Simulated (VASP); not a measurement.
# C (P4/mmm) in VASP: a series of runs

C is run at these levels: PBE; tasks: single point, relaxation of cell and atoms.

Everything below comes from runs of VASP 6.6.1. Logs are shortened: lines on timing, memory, paths and dates and some standing lists are left out, and cuts for length are marked.

## 1. The cell of the first run

The structure is tetragonal, space group P4/mmm (No. 123). Conventional cell: a = 1.684 Å, b = 1.684 Å, c = 2.049 Å, α = 90.00°, β = 90.00°, γ = 90.00°. C (site symmetry 4/mmm) has 6 C at 1.68 to 2.05 Å within 2.2 Å.

The cell was generated, and may not be a known phase.

## 2. Single point, PBE

INCAR reads:

```
PREC = Accurate ; ENCUT = 520
EDIFF = 1E-6 ; ISMEAR = 0
SIGMA = 0.1 ; LREAL = False
LASPH = True ; NELM = 80
ALGO = Normal ; ISIF = 2
LWAVE = False ; LCHARG = False
GGA = PE ; NBANDS = 8
```

KPOINTS reads:

```
Automatic mesh
0
Gamma
  32 32 28
```

POSCAR reads:

```
C
1.0
    1.6844014760      0.0000000000      0.0000000000
    0.0000000000      1.6844014760      0.0000000000
    0.0000000000      0.0000000000      2.0492801249
C
1
Direct
    0.5000000000      0.5000000000      0.0000000000
```

Potentials or basis: VASP PAW PBE potentials, release 64 (C).

Started as:

```bash
cat potpaw_PBE.64/C/POTCAR > POTCAR
mpirun -np 1 vasp_std > vasp.out
```

OUTCAR:

```text
PREC = Accurate
   ENCUT = 520
   EDIFF = 1E-6
   ISMEAR = 0
   LREAL = False
   LASPH = True
   NELM = 80
   ISIF = 2
   GGA = PE

 ion  position               nearest neighbor table
   1  0.500  0.500  0.000-

  LATTYP: Found a simple tetragonal cell.
 ALAT       =     1.6844014760
 C/A-ratio  =     1.2166221380

  Lattice vectors:

 A1 = (   1.6844014760,   0.0000000000,   0.0000000000)
 A2 = (   0.0000000000,   1.6844014760,   0.0000000000)
 A3 = (   0.0000000000,   0.0000000000,   2.0492801249)

Analysis of symmetry for initial positions (statically):
=====================================================================
 Subroutine PRICEL returns:
 Original cell was already a primitive cell.

 Routine SETGRP: Setting up the symmetry group for a
 simple tetragonal supercell.

 Subroutine GETGRP returns: Found 16 space group operations
 (whereof 16 operations were pure point group operations)
 out of a pool of 16 trial point group operations.

The static configuration has the point symmetry D_4h.

Analysis of symmetry for dynamics (positions and initial velocities):
=====================================================================
 Subroutine PRICEL returns:
 Original cell was already a primitive cell.

 Routine SETGRP: Setting up the symmetry group for a
 simple tetragonal supercell.

 Subroutine GETGRP returns: Found 16 space group operations
 (whereof 16 operations were pure point group operations)
 out of a pool of 16 trial point group operations.

The dynamic configuration has the point symmetry D_4h.

 Subroutine INISYM returns: Found 16 space group operations
 (whereof 16 operations are pure point group operations),
 and found     1 'primitive' translations

----------------------------------------------------------------------------------------

                                     Primitive cell

  volume of cell :       5.8142

  direct lattice vectors                    reciprocal lattice vectors
     1.684401476  0.000000000  0.000000000     0.593682690  0.000000000  0.000000000
     0.000000000  1.684401476  0.000000000     0.000000000  0.593682690  0.000000000
     0.000000000  0.000000000  2.049280125     0.000000000  0.000000000  0.487976235

  length of vectors
     1.684401476  1.684401476  2.049280125     0.593682690  0.593682690  0.487976235

  position of ions in fractional coordinates (direct lattice)
     0.500000000  0.500000000  0.000000000

  ion indices of the primitive-cell ions
   primitive index   ion index
                 1           1

----------------------------------------------------------------------------------------

 KPOINTS: Automatic mesh

Automatic generation of k-mesh.
 Grid dimensions read from file:
 generate k-points for:   32   32   28

 Generating k-lattice:

  Cartesian coordinates                     Fractional coordinates (reciprocal lattice)
     0.018552584  0.000000000  0.000000000     0.031250000  0.000000000  0.000000000
     0.000000000  0.018552584  0.000000000     0.000000000  0.031250000  0.000000000
     0.000000000  0.000000000  0.017427723     0.000000000  0.000000000  0.035714286

  Length of vectors
     0.018552584  0.018552584  0.017427723

  Shift w.r.t. Gamma in fractional coordinates (k-lattice)
     0.000000000  0.000000000  0.000000000

 Subroutine IBZKPT returns following result:
 ===========================================

 Found   2295 irreducible k-points:

 Following reciprocal coordinates:
            Coordinates               Weight
  0.000000  0.000000  0.000000      1.000000
  0.031250  0.000000  0.000000      4.000000
  0.062500  0.000000  0.000000      4.000000
  0.093750  0.000000  0.000000      4.000000
  0.125000  0.000000  0.000000      4.000000
  0.156250  0.000000  0.000000      4.000000
[... 16 lines left out ...]
  0.187500  0.031250  0.000000      8.000000
  0.218750  0.031250  0.000000      8.000000
 [... further k-points ...]
   k-points           NKPTS =   2295   k-points in BZ     NKDIM =   2295   number of bands    NBANDS=      8
   number of dos      NEDOS =    301   number of ions     NIONS =      1
   total plane-waves  NPLWV =   3136
   dimension x,y,z NGX =    14 NGY =   14 NGZ =   16
   dimension x,y,z NGXF=    28 NGYF=   28 NGZF=   32
   ions per type =               1
   NGX,Y,Z   is equivalent  to a cutoff of  13.82, 13.82, 12.98 a.u.
   NGXF,Y,Z  is equivalent  to a cutoff of  27.64, 27.64, 25.96 a.u.
 SYSTEM =  unknown system
   PREC   = accura    normal or accurate (medium, high low for compatibility)
   ISTART =      0    job   : 0-new  1-cont  2-samecut
   ICHARG =      2    charge: 1-file 2-atom 10-const
   ISPIN  =      1    spin polarized calculation?
   LNONCOLLINEAR =      F non collinear calculations
   LSORBIT =      F    spin-orbit coupling
   LASPH  =      T    aspherical Exc in radial PAW
   ENCUT  =  520.0 eV  38.22 Ry    6.18 a.u.   3.13  3.13  3.81*2*pi/ulx,y,z
   NELM   =     80;   NELMIN=  2; NELMDL= -5     # of ELM steps
   EDIFF  = 0.1E-05   stopping-criterion for ELM
   LREAL  =      F    real-space projection
   EDIFFG = 0.1E-04   stopping-criterion for IOM
   NSW    =      0    number of steps for IOM
   IBRION =     -1    ionic relax: 0-MD 1-quasi-New 2-CG
   NFREE  =      0    steps in history (QN), initial steepest desc. (CG)
   ISIF   =      2    stress and relaxation
   ISYM   =      2    0-nonsym 1-usesym 2-fastsym
   POTIM  = 0.5000    time-step for ionic-motion
   TEBEG  =    0.0;   TEEND  =   0.0 temperature during run
   PSTRESS=    0.0 pullay stress
   NELECT =       4.0000    total number of electrons
   NUPDOWN=      -1.0000    fix difference up-down
   EMIN   =  10.00;   EMAX   =-10.00  energy-range for DOS
   EFERMI =   0.00;   METHOD = LEGACY
   ISMEAR =     0;   SIGMA  =   0.10  broadening in eV -4-tet -1-fermi 0-gaus
   EFERMI_NEDOS =   21; number of points for ismear=-14 and -15
   IALGO  =     38    algorithm
   IMIX   =      4    mixing-type and parameters
     AMIX     =   0.40;   BMIX     =  1.00
     AMIX_MAG =   1.60;   BMIX_MAG =  1.00
  volume/ion in A,a.u.               =       5.81        39.24
  Fermi-wavevector in a.u.,A,eV,Ry     =   1.445209  2.731049 28.417522  2.088629
  Thomas-Fermi vector in A             =   2.563417
   LORBIT       =      0    0 simple, 1 ext, 2 COOP (PROOUT), +10 PAW based schemes
   GGA     = PE    functional components
   LHFCALC =     F    Hartree Fock is set to
   AEXX    =    0.0000 exact exchange contribution
   IVDW    =     0    specifies the selected vdW correction
   LEPSILON=     F    determine dielectric tensor
   LRPA    =     F    only Hartree local field effects (RPA)
 non-spin polarized calculation
 Gauss-broadening in eV      SIGMA  =   0.10
  energy-cutoff  :      520.00
  volume of cell :        5.81
 maximum number of plane-waves:       168
 NGX is ok and might be reduce to    14
   NGX =  7   NGY =  7   NGZ =  7

 number of electron       3.9999999 magnetization

 Free energy of the ion-electron system (eV)
  ---------------------------------------------------
  ext. energy  EPLUGINS =         0.00000000
  ---------------------------------------------------
  free energy    TOTEN  =        -6.50690341 eV

  energy without entropy =       -6.50582273  energy(sigma->0) =       -6.50636307

 E-fermi :  10.0900     XC(G=0): -13.5585

 val. band max:       10.0813202110   @ k =   0.4063   0.0938   0.3214
 cond. band min:      10.0931218122   @ k =   0.2188   0.2188   0.2143
 fundamental gap:      0.0118016013
 Fermi energy:        10.0900286617

 k-point     1 :       0.0000    0.0000    0.0000
  band No.  band energies     occupation
      1     -11.5140      2.00000
      2      12.6559      0.00000
      3      22.7431      0.00000
      4      22.7431      0.00000
      5      27.1189      0.00000
      6      39.9370      0.00000
      7      45.6304      0.00000
      8      60.3672      0.00000

 k-point     2 :       0.0312    0.0000    0.0000
  band No.  band energies     occupation
      1     -11.4722      2.00000
      2      12.6924      0.00000
      3      22.3888      0.00000
      4      22.7724      0.00000
      5      27.2226      0.00000
      6      40.2204      0.00000
      7      45.6391      0.00000
      8      60.0690      0.00000

 k-point     3 :       0.0625    0.0000    0.0000
  band No.  band energies     occupation
      1     -11.3468      2.00000
      2      12.8013      0.00000
      3      21.4348      0.00000
      4      22.8597      0.00000
      5      27.4748      0.00000
      6      40.9971      0.00000
      7      45.6714      0.00000
      8      59.1986      0.00000

 k-point     4 :       0.0938    0.0000    0.0000
  band No.  band energies     occupation
      1     -11.1378      2.00000
      2      12.9810      0.00000
      3      20.0929      0.00000
      4      23.0034      0.00000
      5      27.7997      0.00000
      6      42.0766      0.00000
      7      45.7584      0.00000
      8      57.8424      0.00000

 k-point     5 :       0.1250    0.0000    0.0000
  band No.  band energies     occupation
      1     -10.8455      2.00000
      2      13.2293      0.00000
      3      18.5215      0.00000
      4      23.1988      0.00000
      5      28.1731      0.00000
      6      43.1736      0.00000
      7      46.0039      0.00000
      8      56.1557      0.00000
[... 177 lines left out ...]
 k-point    22 :       0.1562    0.0312    0.0000
  band No.  band energies     occupation
      1     -10.4285      2.00000
      2      13.5781      0.00000
      3      16.8351      0.00000
      4      23.1427      0.00000
      5      28.7261      0.00000
      6      44.0996      0.00000
      7      46.6353      0.00000
      8      54.2608      0.00000

 k-point    23 :       0.1875    0.0312    0.0000
  band No.  band energies     occupation
      1      -9.9704      2.00000
      2      13.9502      0.00000
      3      15.0796      0.00000
      4      23.4408      0.00000
      5      29.2025      0.00000
      6      44.2416      0.00000
      7      47.6772      0.00000
      8      52.3274      0.00000

 k-point    24 :       0.2188    0.0312    0.0000
  band No.  band energies     occupation
      1      -9.4301      2.00000
      2      13.3047      0.00000
      3      14.3746      0.00000
      4      23.7752      0.00000
      5      29.7355      0.00000
      6      44.0755      0.00000
      7      48.7779      0.00000
      8      50.3863      0.00000

 [... further k-points ...]

------------------------ aborting loop because EDIFF is reached ----------------------------------------

  FORCE on cell =-STRESS in cart. coord.  units (eV):
  Direction    XX          YY          ZZ          XY          YZ          ZX
  --------------------------------------------------------------------------------------
  -------------------------------------------------------------------------------------
  Total        0.0115787      0.0115787      0.0011868      0.0000000      0.0000000     -0.0000000
  in kB        3.1906298      3.1906298      0.3270295      0.0000000      0.0000000     -0.0000000
  external PRESSURE =       2.2360964 kB  Pullay stress =       0.0000000 kB

 VOLUME and BASIS-vectors are now :
 -----------------------------------------------------------------------------
  energy-cutoff  :      520.00
  volume of cell :        5.81
      direct lattice vectors                 reciprocal lattice vectors
     1.684401476  0.000000000  0.000000000     0.593682690  0.000000000  0.000000000
     0.000000000  1.684401476  0.000000000     0.000000000  0.593682690  0.000000000
     0.000000000  0.000000000  2.049280125     0.000000000  0.000000000  0.487976235

 POSITION                                       TOTAL-FORCE (eV/Angst)
 -----------------------------------------------------------------------------------
      0.84220      0.84220      0.00000         0.000000      0.000000      0.000000
 -----------------------------------------------------------------------------------
    total drift:                                0.000000      0.000000      0.000000

  FREE ENERGIE OF THE ION-ELECTRON SYSTEM (eV)
  ---------------------------------------------------
  free  energy   TOTEN  =        -6.5069034111 eV

  energy  without entropy=       -6.5058227301  energy(sigma->0) =       -6.50636307
```

Run time: 26 s. Hardware: 1 thread of Intel Xeon 6975P-C (Granite Rapids), shared host; peak memory 0.18 GiB.

What came out:

```yaml
Free_energy: -6.5069 eV
Pressure: 0.2 GPa
Band_gap_on_the_k_mesh: zero (bands 2 and 3 overlap by 8.64 eV)
```

Stress tensor (GPa, compression positive):
```
0.32 0.00 0.00
0.00 0.32 0.00
0.00 0.00 0.03
```

(Continued in part 2 of 2.)
